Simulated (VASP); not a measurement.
# MoS2 (R-3m) in VASP: further runs

MoS2 is run at these levels: LDA; tasks: single point.

Everything below comes from runs of VASP 6.6.1. Logs are shortened: lines on timing, memory, paths and dates and some standing lists are left out, and cuts for length are marked.

### 1 The cell of the first run

It takes space group R-3m (No. 166, trigonal). The conventional cell has a = 3.171 Å, b = 3.171 Å, c = 18.345 Å, α = 90.00°, β = 90.00°, γ = 120.00°. Mo (site symmetry -3m) has 6 S at 2.39 Å and 6 Mo at 3.17 Å within 3.2 Å. Within 3.2 Å of S (site symmetry 3m) lie 3 Mo at 2.39 Å and 6 S at 3.17 Å.

### 2 Single point, LDA

The input, INCAR:

```
SYSTEM = MoS2
PREC = Accurate
ENCUT = 520
EDIFF = 1E-7
ISMEAR = 1
SIGMA = 0.25
LREAL = .FALSE.
LASPH = .TRUE.
NELM = 80
ALGO = Normal
ISIF = 2
LWAVE = .FALSE.
LCHARG = .FALSE.
NBANDS = 20
```

The input, KPOINTS:

```
Automatic mesh
0
G
  12 12 12
  0 0 0
```

The input, POSCAR:

```
MoS2
1.0
    1.5855000000      0.9153888500      6.1149966700
   -1.5855000000      0.9153888500      6.1149966700
    0.0000000000     -1.8307777000      6.1149966700
Mo S
1 2
Direct
    0.0000000000      0.0000000000      0.0000000000
    0.7499999996      0.7499999996      0.7499999996
    0.2499999999      0.2499999999      0.2499999999
```

Potentials or basis: VASP PAW LDA potentials, release 64 (Mo_sv, S).

Started as:

```
$ cat potpaw_LDA.64/Mo_sv/POTCAR potpaw_LDA.64/S/POTCAR > POTCAR
$ mpirun -np 1 vasp_std > vasp.out
```

OUTCAR:

```text
SYSTEM = MoS2
   PREC = Accurate
   ENCUT = 520
   EDIFF = 1E-7
   ISMEAR = 1
   LREAL = .FALSE.
   LASPH = .TRUE.
   NELM = 80
   ISIF = 2

 ion  position               nearest neighbor table
   1  0.000  0.000  0.000-   2 2.39   2 2.39   2 2.39   3 2.39   3 2.39   3 2.39
   2  0.750  0.750  0.750-   1 2.39   1 2.39   1 2.39
   3  0.250  0.250  0.250-   1 2.39   1 2.39   1 2.39

  LATTYP: Found a trigonal (rhomboedric) cell.
 ALAT       =     6.3831756415
 COS(alpha) =     0.8766074619

  Lattice vectors:

 A1 = (   1.5855000000,   0.9153888500,   6.1149966700)
 A2 = (  -1.5855000000,   0.9153888500,   6.1149966700)
 A3 = (   0.0000000000,  -1.8307777000,   6.1149966700)

Analysis of symmetry for initial positions (statically):
=====================================================================
 Subroutine PRICEL returns:
 Original cell was already a primitive cell.

 Routine SETGRP: Setting up the symmetry group for a
 trigonal (rhombohedral) supercell.

 Subroutine GETGRP returns: Found 12 space group operations
 (whereof 12 operations were pure point group operations)
 out of a pool of 12 trial point group operations.

The static configuration has the point symmetry D_3d.

Analysis of symmetry for dynamics (positions and initial velocities):
=====================================================================
 Subroutine PRICEL returns:
 Original cell was already a primitive cell.

 Routine SETGRP: Setting up the symmetry group for a
 trigonal (rhombohedral) supercell.

 Subroutine GETGRP returns: Found 12 space group operations
 (whereof 12 operations were pure point group operations)
 out of a pool of 12 trial point group operations.

The dynamic configuration has the point symmetry D_3d.

 Subroutine INISYM returns: Found 12 space group operations
 (whereof 12 operations are pure point group operations),
 and found     1 'primitive' translations

----------------------------------------------------------------------------------------

                                     Primitive cell

  volume of cell :      53.2500

  direct lattice vectors                    reciprocal lattice vectors
     1.585500000  0.915388850  6.114996670     0.315357931  0.182071987  0.054510796
    -1.585500000  0.915388850  6.114996670    -0.315357931  0.182071987  0.054510796
     0.000000000 -1.830777700  6.114996670     0.000000000 -0.364143974  0.054510796

  length of vectors
     6.383175642  6.383175642  6.383175641     0.368201385  0.368201385  0.368201386

  position of ions in fractional coordinates (direct lattice)
     0.000000000  0.000000000  0.000000000
     0.750000000  0.750000000  0.750000000
     0.250000000  0.250000000  0.250000000

  ion indices of the primitive-cell ions
   primitive index   ion index
                 1           1
                 2           2
                 3           3

----------------------------------------------------------------------------------------

 KPOINTS: Automatic mesh

Automatic generation of k-mesh.
 Grid dimensions read from file:
 generate k-points for:   12   12   12

 Generating k-lattice:

  Cartesian coordinates                     Fractional coordinates (reciprocal lattice)
     0.026279828  0.015172666  0.004542566     0.083333333  0.000000000  0.000000000
    -0.026279828  0.015172666  0.004542566     0.000000000  0.083333333  0.000000000
     0.000000000 -0.030345331  0.004542566     0.000000000  0.000000000  0.083333333

  Length of vectors
     0.030683449  0.030683449  0.030683449

  Shift w.r.t. Gamma in fractional coordinates (k-lattice)
     0.000000000  0.000000000  0.000000000

 Subroutine IBZKPT returns following result:
 ===========================================

 Found    189 irreducible k-points:

 Following reciprocal coordinates:
            Coordinates               Weight
  0.000000  0.000000  0.000000      1.000000
  0.083333 -0.000000  0.000000      6.000000
  0.166667 -0.000000 -0.000000      6.000000
  0.250000  0.000000  0.000000      6.000000
  0.333333 -0.000000  0.000000      6.000000
  0.416667  0.000000  0.000000      6.000000
[... 16 lines left out ...]
  0.500000  0.166667  0.000000     12.000000
 -0.416667  0.166667  0.000000     12.000000
 [... further k-points ...]
   k-points           NKPTS =    189   k-points in BZ     NKDIM =    189   number of bands    NBANDS=     20
   number of dos      NEDOS =    301   number of ions     NIONS =      3
   total plane-waves  NPLWV = 110592
   dimension x,y,z NGX =    48 NGY =   48 NGZ =   48
   dimension x,y,z NGXF=    96 NGYF=   96 NGZF=   96
   ions per type =               1   2
   NGX,Y,Z   is equivalent  to a cutoff of  12.50, 12.50, 12.50 a.u.
   NGXF,Y,Z  is equivalent  to a cutoff of  25.00, 25.00, 25.00 a.u.
 SYSTEM =  MoS2
   PREC   = accura    normal or accurate (medium, high low for compatibility)
   ISTART =      0    job   : 0-new  1-cont  2-samecut
   ICHARG =      2    charge: 1-file 2-atom 10-const
[... 76 lines left out ...]
      2     -28.0611      2.00000
      3     -27.9952      2.00000
      4     -27.9737      2.00000
      5      -7.3745      2.00000
      6      -5.8102      2.00000
[... 12 lines left out ...]
     19      14.6036      0.00000
     20      16.7471      0.00000

 k-point     3 :       0.1667   -0.0000   -0.0000
  band No.  band energies     occupation
      1     -53.7761      2.00000
      2     -28.0707      2.00000
      3     -28.0458      2.00000
      4     -27.9908      2.00000
      5      -7.0451      2.00000
      6      -5.7556      2.00000
[... 12 lines left out ...]
     19      15.2890      0.00000
     20      16.6521      0.00000

 k-point     4 :       0.2500    0.0000    0.0000
  band No.  band energies     occupation
      1     -53.7657      2.00000
      2     -28.1722      2.00000
      3     -28.0251      2.00000
      4     -28.0142      2.00000
      5      -6.5666      2.00000
      6      -5.6544      2.00000
[... 12 lines left out ...]
     19      15.5236      0.00000
     20      16.6569      0.00000

 k-point     5 :       0.3333   -0.0000    0.0000
  band No.  band energies     occupation
      1     -53.7553      2.00000
      2     -28.2721      2.00000
      3     -28.0374      2.00000
      4     -28.0043      2.00000
      5      -6.1050      2.00000
      6      -5.4403      2.00000
[... 12 lines left out ...]
     19      15.0294      0.00000
     20      16.3416      0.00000

 k-point     6 :       0.4167    0.0000    0.0000
  band No.  band energies     occupation
      1     -53.7476      2.00000
      2     -28.3443      2.00000
      3     -28.0543      2.00000
      4     -27.9890      2.00000
      5      -5.8826      2.00000
      6      -5.0642      2.00000
[... 12 lines left out ...]
     19      14.8459      0.00000
     20      14.9603      0.00000

 k-point     7 :       0.5000    0.0000    0.0000
  band No.  band energies     occupation
      1     -53.7448      2.00000
      2     -28.3705      2.00000
      3     -28.0605      2.00000
      4     -27.9834      2.00000
      5      -5.8318      2.00000
      6      -4.8592      2.00000
[... 12 lines left out ...]
     19      14.4375      0.00000
     20      14.8795      0.00000
[... 277 lines left out ...]
 k-point    20 :       0.2500    0.1667    0.0000
  band No.  band energies     occupation
      1     -53.7695      2.00000
      2     -28.1301      2.00000
      3     -28.0332      2.00000
      4     -28.0104      2.00000
      5      -6.7066      2.00000
      6      -5.7521      2.00000
[... 12 lines left out ...]
     19      15.6153      0.00000
     20      16.4781      0.00000

 k-point    21 :       0.3333    0.1667    0.0000
  band No.  band energies     occupation
      1     -53.7605      2.00000
      2     -28.2028      2.00000
      3     -28.0465      2.00000
      4     -28.0142      2.00000
      5      -6.2534      2.00000
      6      -5.6616      2.00000
[... 12 lines left out ...]
     19      16.1107      0.00000
     20      16.6630      0.00000

 k-point    22 :       0.4167    0.1667    0.0000
  band No.  band energies     occupation
      1     -53.7514      2.00000
      2     -28.2709      2.00000
      3     -28.0848      2.00000
      4     -27.9966      2.00000
      5      -5.8348      2.00000
      6      -5.4525      2.00000
[... 12 lines left out ...]
     19      15.6531      0.00000
     20      16.1703      0.00000

 k-point    23 :       0.5000    0.1667    0.0000
  band No.  band energies     occupation
      1     -53.7448      2.00000
      2     -28.3190      2.00000
      3     -28.1142      2.00000
      4     -27.9835      2.00000
      5      -5.6587      2.00000
      6      -5.0938      2.00000
[... 12 lines left out ...]
     19      15.2892      0.00000
     20      16.0725      0.00000

 k-point    24 :      -0.4167    0.1667    0.0000
  band No.  band energies     occupation
      1     -53.7424      2.00000
      2     -28.3363      2.00000
      3     -28.1252      2.00000
      4     -27.9787      2.00000
      5      -5.6021      2.00000
      6      -4.9382      2.00000
[... 12 lines left out ...]
     19      15.3609      0.00000
     20      16.0920      0.00000

 [... further k-points ...]
[... 5 lines left out ...]
  --------------------------------------------------------------------------------------
  -------------------------------------------------------------------------------------
  Total       -0.4457729     -0.4457729      1.0629837      0.0000000      0.0000000      0.0000000
  in kB      -13.4123507    -13.4123506     31.9828995      0.0000000      0.0000000      0.0000000
  external PRESSURE =       1.7193994 kB  Pullay stress =       0.0000000 kB

 VOLUME and BASIS-vectors are now :
 -----------------------------------------------------------------------------
  energy-cutoff  :      520.00
  volume of cell :       53.25
      direct lattice vectors                 reciprocal lattice vectors
     1.585500000  0.915388850  6.114996670     0.315357931  0.182071987  0.054510796
    -1.585500000  0.915388850  6.114996670    -0.315357931  0.182071987  0.054510796
     0.000000000 -1.830777700  6.114996670     0.000000000 -0.364143974  0.054510796

 POSITION                                       TOTAL-FORCE (eV/Angst)
 -----------------------------------------------------------------------------------
      0.00000      0.00000      0.00000         0.000000      0.000000      0.000000
      0.00000      0.00000     13.75874         0.000000      0.000000      0.602381
      0.00000      0.00000      4.58625         0.000000     -0.000000     -0.602381
 -----------------------------------------------------------------------------------
    total drift:                               -0.000000     -0.000000      0.000004

  FREE ENERGIE OF THE ION-ELECTRON SYSTEM (eV)
  ---------------------------------------------------
  free  energy   TOTEN  =       -23.6161230450 eV

  energy  without entropy=      -23.6139113939  energy(sigma->0) =      -23.61538583
```

Run time: 4.3 min. Hardware: 1 thread of Intel Xeon 6975P-C (Granite Rapids), shared host; peak memory 0.37 GiB.

Results:

```
Free energy            : -23.6161 eV
Pressure               : 0.2 GPa
Largest force          : 0.602 eV/Å
Band gap on the k mesh : zero (band 13 reaches 8.03 eV, above the bottom of band 14 at 7.30 eV)
```

Forces on the atoms (eV/Å):
```
Mo   0.000  0.000  0.000
S    0.000  0.000  0.602
S    0.000  0.000 -0.602
```

Stress tensor (GPa, compression positive):
```
-1.34  0.00  0.00
 0.00 -1.34  0.00
 0.00  0.00  3.20
```

### 3 Single point, LDA

The input, INCAR:

```
PREC     = Accurate       # precision mode
ENCUT    = 520            # plane-wave cutoff, eV
EDIFF    = 1E-6           # SCF threshold, eV
ISMEAR   = 1              # smearing method
SIGMA    = 0.15           # smearing width, eV
LREAL    = F              # projectors in reciprocal space
LASPH    = T              # aspherical terms in the spheres
NELM     = 60             # most SCF steps
ALGO     = Normal         # electronic algorithm
ISIF     = 2              # what is computed and relaxed
LWAVE    = F              # write WAVECAR
LCHARG   = F              # write CHGCAR
NBANDS   = 20             # bands
```

The input, KPOINTS:

```
regular mesh
0
Gamma
  12 12 12
```

POSCAR is that of step 2.

Potentials or basis: VASP PAW LDA potentials, release 64 (Mo_sv, S).

Started as:

```
$ cat potpaw_LDA.64/Mo_sv/POTCAR potpaw_LDA.64/S/POTCAR > POTCAR
$ mpirun -np 1 vasp_std > vasp.out
```

Wall time 3.5 min (1 thread of Intel Xeon 6975P-C (Granite Rapids), shared host); peak memory 0.37 GiB.

Results (log left out):

* Free energy: -23.6150 eV
* Pressure: 0.1 GPa
* Largest force: 0.618 eV/Å
* Band gap on the k mesh: zero (band 13 reaches 8.03 eV, above the bottom of band 14 at 7.29 eV)

Forces on the atoms (eV/Å):
```
Mo   0.000  0.000  0.000
S    0.000  0.000  0.618
S    0.000  0.000 -0.618
```

Stress tensor (GPa, compression positive):
```
-1.45  0.00  0.00
 0.00 -1.45  0.00
 0.00  0.00  3.29
```

Levels at points of the mesh, in eV from the Fermi level:
```tsv
k point	band 11	band 12	band 13	band 14	band 15	band 16
(0.00, 0.00, 0.00)	-1.26	-1.03	-1.03	-0.22	-0.22	3.41
(0.50, 0.00, 0.00)	-2.81	-1.93	-1.57	1.06	1.96	3.42
(0.50, 0.50, 0.00)	-2.84	-2.24	-1.79	1.06	1.74	3.88
(0.50, 0.50, 0.50)	-1.02	-1.02	-0.32	-0.32	-0.02	3.52
```

### 4 Single point, LDA

The input, INCAR:

```
SYSTEM = MoS2
PREC = Accurate
ENCUT = 520
EDIFF = 1E-7
ISMEAR = 1
SIGMA = 0.1
LREAL = .FALSE.
LASPH = .TRUE.
NELM = 100
ALGO = Normal
ISIF = 2
LWAVE = .FALSE.
LCHARG = .FALSE.
NBANDS = 20
```

The input, KPOINTS:

```
Automatic mesh
0
G
  12 12 12
  0 0 0
```

POSCAR is that of step 3.

Started as:

```
$ cat potpaw_LDA.64/Mo_sv/POTCAR potpaw_LDA.64/S/POTCAR > POTCAR
$ mpirun -np 1 vasp_std > vasp.out
```

Wall time 4 min (1 thread of Intel Xeon 6975P-C (Granite Rapids), shared host); peak memory 0.37 GiB.

Results (log left out):

| Item | Value |
| --- | --- |
| Free energy | -23.6146 eV |
| Pressure | 0.1 GPa |
| Largest force | 0.624 eV/Å |
| Band gap on the k mesh | zero (band 13 reaches 8.03 eV, above the bottom of band 14 at 7.29 eV) |

Forces on the atoms (eV/Å):
```
Mo   0.000  0.000  0.000
S    0.000  0.000  0.624
S    0.000  0.000 -0.624
```

Stress tensor (GPa, compression positive):
```
-1.48  0.00  0.00
 0.00 -1.48  0.00
 0.00  0.00  3.34
```

Levels at points of the mesh, in eV from the Fermi level:
```tsv
k point	band 10	band 11	band 12	band 13	band 14	band 15	band 16	band 17
(0.00, 0.00, 0.00)	-1.73	-1.26	-1.03	-1.03	-0.22	-0.22	3.41	3.41
(0.50, 0.00, 0.00)	-4.33	-2.81	-1.93	-1.57	1.06	1.97	3.43	4.14
(0.50, 0.50, 0.00)	-4.26	-2.84	-2.24	-1.79	1.06	1.74	3.88	4.67
(0.50, 0.50, 0.50)	-3.92	-1.02	-1.02	-0.32	-0.32	-0.02	3.52	3.52
```

### 5 Single point, LDA

The input, INCAR:

```
ALGO = Normal
EDIFF = 1E-7
ENCUT = 520
GGA = CA
ISIF = 2
ISMEAR = 1
LASPH = True
LCHARG = False
LREAL = False
LWAVE = False
NBANDS = 20
NELM = 100
PREC = Accurate
SIGMA = 0.05
```

The input, KPOINTS:

```
k-points
0
Gamma
  12 12 12
```

POSCAR is that of step 4.

Started as:

```
$ cat potpaw_LDA.64/Mo_sv/POTCAR potpaw_LDA.64/S/POTCAR > POTCAR
$ mpirun -np 1 vasp_std > vasp.out
```

Run time: 3.7 min. Hardware: 1 thread of Intel Xeon 6975P-C (Granite Rapids), shared host; peak memory 0.37 GiB.

It converged, with:

```yaml
Free_energy: -23.6145 eV
Pressure: 0.1 GPa
Largest_force: 0.625 eV/Å
Band_gap_on_the_k_mesh: zero (band 13 reaches 8.03 eV, above the bottom of band 14 at 7.29 eV)
```

Forces in eV/Å, atoms in the order of the input:
```
Mo   0.000  0.000  0.000
S    0.000  0.000  0.625
S    0.000  0.000 -0.625
```

Stress tensor (GPa, compression positive):
```
-1.47  0.00  0.00
 0.00 -1.47  0.00
 0.00  0.00  3.33
```

Levels at points of the mesh, in eV from the Fermi level:
```tsv
k point	band 11	band 12	band 13	band 14	band 15	band 16
(0.00, 0.00, 0.00)	-1.26	-1.03	-1.03	-0.21	-0.21	3.41
(0.50, 0.00, 0.00)	-2.80	-1.92	-1.57	1.06	1.97	3.43
(0.50, 0.50, 0.00)	-2.83	-2.24	-1.78	1.06	1.74	3.89
(0.50, 0.50, 0.50)	-1.02	-1.02	-0.32	-0.32	-0.02	3.53
```

### 6 Single point, LDA

The input, INCAR:

```
PREC = Accurate
ENCUT = 520
EDIFF = 1E-7
ISMEAR = 1
SIGMA = 0.025
LREAL = False
LASPH = True
NELM = 60
ALGO = Normal
ISIF = 2
LWAVE = False
LCHARG = True
GGA = CA
LELF = True
LVHAR = True
NBANDS = 20
```

The input, KPOINTS:

```
Automatic mesh
0
Gamma
  12 12 12
```

POSCAR is that of step 5.

Potentials or basis: VASP PAW LDA potentials, release 64 (Mo_sv, S).

Started as:

```
$ cat potpaw_LDA.64/Mo_sv/POTCAR potpaw_LDA.64/S/POTCAR > POTCAR
$ mpirun -np 1 vasp_std > vasp.out
```

Run time: 5 min. Hardware: 1 thread of Intel Xeon 6975P-C (Granite Rapids), shared host; peak memory 0.38 GiB.

It converged, with:

| Property | Result |
| --- | --- |
| Free energy | -23.6145 eV |
| Pressure | 0.1 GPa |
| Largest force | 0.623 eV/Å |
| Band gap on the k mesh | zero (band 13 reaches 8.03 eV, above the bottom of band 14 at 7.29 eV) |

Forces in eV/Å, atoms in the order of the input:
```
Mo   0.000  0.000  0.000
S    0.000  0.000  0.623
S    0.000  0.000 -0.623
```

Stress tensor (GPa, compression positive):
```
-1.46  0.00  0.00
 0.00 -1.46  0.00
 0.00  0.00  3.31
```

Levels at points of the mesh, in eV from the Fermi level:
| k point | band 11 | band 12 | band 13 | band 14 | band 15 | band 16 |
| --- | --- | --- | --- | --- | --- | --- |
| (0.00, 0.00, 0.00) | -1.25 | -1.03 | -1.03 | -0.21 | -0.21 | 3.42 |
| (0.50, 0.00, 0.00) | -2.80 | -1.92 | -1.56 | 1.06 | 1.97 | 3.43 |
| (0.50, 0.50, 0.00) | -2.83 | -2.24 | -1.78 | 1.07 | 1.75 | 3.89 |
| (0.50, 0.50, 0.50) | -1.01 | -1.01 | -0.31 | -0.31 | -0.02 | 3.53 |

### 7 Summary

| smearing | gap on the mesh (eV) | pressure (GPa) | largest force (eV/Å) |
| --- | --- | --- | --- |
| methfessel-paxton 0.25 eV | none | 0.2 | 0.60 |
| methfessel-paxton 0.15 eV | none | 0.1 | 0.62 |
| methfessel-paxton 0.1 eV | none | 0.1 | 0.62 |
| methfessel-paxton 0.05 eV | none | 0.1 | 0.62 |
| methfessel-paxton 0.025 eV | none | 0.1 | 0.62 |

Alike in all rows: task single point; level LDA; potentials or basis VASP PAW LDA potentials, release 64 (Mo_sv, S); no spin polarisation; cell as given; k mesh 12 × 12 × 12; cutoff (eV) 520.

Every run on the cell as given and a fine mesh finds a metal.

Absolute energies hang on the potentials; compare differences alone.
